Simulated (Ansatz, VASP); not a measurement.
Ta: VASP beside Ansatz

The input INCAR:

```
SYSTEM = Ta
ALGO = Normal
EDIFF = 1E-8
ENCUT = 520
GGA = PS
ISIF = 2
ISMEAR = -1
LASPH = .TRUE.
LCHARG = .FALSE.
LEFG = .TRUE.
LREAL = .FALSE.
LWAVE = .FALSE.
NBANDS = 12
NELM = 60
PREC = Accurate
SIGMA = 0.08
```

KPOINTS

```
k-points
0
G
  17 17 17
  0 0 0
```

The input POSCAR:

```
Ta
1.0
   -1.6567660204      1.6567660204      1.6567660204
    1.6567660204     -1.6567660204      1.6567660204
    1.6567660204      1.6567660204     -1.6567660204
Ta
1
Direct
    0.0000000000      0.0000000000      0.0000000000
```

Input for Ansatz:

```yaml
crystal:
  lattice:
    - [-1.6567660204, 1.6567660204, 1.6567660204]
    - [1.6567660204, -1.6567660204, 1.6567660204]
    - [1.6567660204, 1.6567660204, -1.6567660204]
  atoms:
    - { symbol: Ta, position: [0.0, 0.0, 0.0] }
kpoints:
  mp_grid: { grid: [17, 17, 17] }
scf:
  occupations: { method: fermi_dirac, width: 0.08 }
hamiltonian:
  xc: pbesol
  pseudopotentials: { kind: all_electron, datasets: crystal }
output:
  forces: true
  stress: true
  eigenvalues: true
  efg: { contact_densities: true }
```

Change from the starting cell: volume scaled by 1.01, crystal datasets.

Alike in both runs: task electric field gradients; functional PBEsol; k mesh 17 × 17 × 17; occupations fermi-dirac, width 0.08 eV; no spin polarisation.

```csv
,VASP,Ansatz
version,VASP 6.6.1,Ansatz 0.2.0
potentials or method,"VASP PAW PBE potentials, release 64 (Ta_pv), cutoff 520 eV","all-electron PAW with datasets made for the crystal, scalar-relativistic"
```

|  | VASP | Ansatz | Ansatz less VASP |
| --- | --- | --- | --- |
| pressure (GPa) | -5.6 | -5.7 | -0.19 |

VASP's potentials were made for PBE, not for PBEsol. Ansatz ran all-electron here, and VASP with PAW potentials.

Neither program's run includes spin-orbit coupling.
